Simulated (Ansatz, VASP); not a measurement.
One calculation of WS2, two programs

INCAR

```
ALGO = Normal ; EDIFF = 1E-6
ENCUT = 520 ; GGA = PE
ISIF = 2 ; ISMEAR = 0
ISPIN = 2 ; LASPH = True
LCHARG = False ; LMAXMIX = 4
LORBIT = 11 ; LREAL = False
LWAVE = False ; MAGMOM = 2 -2 0 0 0 0
NBANDS = 39 ; NELM = 150
PREC = Accurate ; SIGMA = 0.05
```

File KPOINTS:

```
k-points
0
Gamma
  10 10 2
```

File POSCAR:

```
WS2
1.0
    3.1878273111      0.0000000001      0.0000000000
   -1.5939136556      2.7607394343      0.0000000000
    0.0000000000      0.0000000000     14.8571278143
W S
2 4
Direct
    0.3333333333      0.6666666667      0.2500000000
    0.6666666667      0.3333333333      0.7500000000
    0.3333333333      0.6666666667      0.6442570267
    0.6666666667      0.3333333333      0.1442570267
    0.3333333333      0.6666666667      0.8557429733
    0.6666666667      0.3333333333      0.3557429733
```

Input for Ansatz:

```yaml
crystal:
  lattice:
    - [3.1878273111, 1.0e-10, 0.0]
    - [-1.5939136556, 2.7607394343, 0.0]
    - [0.0, 0.0, 14.8571278143]
  atoms:
    - { symbol: W, position: [0.3333333333, 0.6666666667, 0.25], spin: 2.0 }
    - { symbol: W, position: [0.6666666667, 0.3333333333, 0.75], spin: -2.0 }
    - { symbol: S, position: [0.3333333333, 0.6666666667, 0.6442570267] }
    - { symbol: S, position: [0.6666666667, 0.3333333333, 0.1442570267] }
    - { symbol: S, position: [0.3333333333, 0.6666666667, 0.8557429733] }
    - { symbol: S, position: [0.6666666667, 0.3333333333, 0.3557429733] }
basis:
  ecutwfc: 420
  ecutrho_ratio: 4
kpoints:
  mp_grid: { grid: [10, 10, 2] }
hamiltonian:
  xc: pbe
scf:
  occupations: { method: gaussian, width: 0.05 }
output:
  forces: true
  stress: true
  eigenvalues: true
  populations: true
  write_density: true
  write_potential: true
  elf: true
  volumetric_format: npy
magnetization:
  spin_polarized: true
```

Alike in both runs: task single point; functional PBE; k mesh 10 × 10 × 2; occupations gaussian, width 0.05 eV; collinear spin.

```csv
,VASP,Ansatz
version,VASP 6.6.1,Ansatz 0.2.0
potentials or method,"VASP PAW PBE potentials, release 64 (W_sv, S), cutoff 520 eV","scalar-relativistic, plane waves, PAW"
valence electrons in the cell,52,52
```

|  | VASP | Ansatz | Ansatz less VASP |
| --- | --- | --- | --- |
| gap on the k mesh at the Fermi level (eV) | 1.78 | 1.78 | -0.007 |
| least direct gap on the mesh (eV) | 2.14 | 2.14 | -0.003 |
| pressure (GPa) | 0.0 | 0.0 | +0.05 |
| net moment per atom (μB) | 0.00 | 0.00 | 0.000 |

Ansatz's warnings: seeded moment not kept.

Neither program's run includes spin-orbit coupling.
